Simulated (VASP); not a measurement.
A run of VASP 6.6.1 is set up as follows.

File INCAR:

```
  PREC = Accurate
  ENCUT = 600
  EDIFF = 1E-7
  ISMEAR = 0
  SIGMA = 0.01
  LREAL = F
  LASPH = T
  NELM = 120
  ALGO = Normal
  ISIF = 3
  LWAVE = F
  LCHARG = F
  GGA = PE
  IBRION = 2
  NSW = 80
  EDIFFG = -0.001
  GGA_COMPAT = F
  NELMIN = 4
```

KPOINTS

```
Automatic mesh
0
Gamma
  6 6 4
```

The input POSCAR:

```
MgCd2Se3
1.0
    4.3383526718     -0.0000000289      0.0000000000
   -2.1691763109      3.7571236388      0.0000000000
    0.0000000000      0.0000000000     10.5960214000
Mg Cd Se
1 2 3
Direct
    0.0000000000      0.0000000000      0.3310080000
    0.3333333333      0.6666666667      0.0044770000
    0.6666666667      0.3333333333      0.6639380000
    0.6666666667      0.3333333333      0.9166190000
    0.0000000000      0.0000000000      0.5762020000
    0.3333333333      0.6666666667      0.2577560000
```

Potentials or basis: VASP PAW PBE potentials, release 64 (Mg, Cd, Se).

Command:

```sh
$ cat potpaw_PBE.64/Mg/POTCAR potpaw_PBE.64/Cd/POTCAR potpaw_PBE.64/Se/POTCAR > POTCAR
$ mpirun -np 1 vasp_std > vasp.out
```

**Question.** Predict the band gap on the k mesh.

**Answer.** 0.95 eV.

**Question.** What does it give for the relaxed volume?

**Answer.** 28.86 Å³/atom.

**Question.** Estimate the relaxed cell.

**Answer.** a = 4.342 Å, b = 4.342 Å, c = 10.608 Å, α = 90.00°, β = 90.00°, γ = 120.00°.

The path:
```
step  energy change (eV)  largest force (eV/Å)  pressure (GPa)  volume (Å³)
   1              0.0000                0.0326            0.13       172.71
   2             -0.0003                0.0181           -0.03       173.30
   3             -0.0003                0.0193           -0.01       173.25
   4             -0.0003                0.0122           -0.01       173.23
   5             -0.0003                0.0120            0.00       173.18
   6             -0.0003                0.0072            0.00       173.18
   7             -0.0003                0.0014            0.00       173.19
   8             -0.0003                0.0009            0.00       173.19
```

A k mesh can miss the band edges.
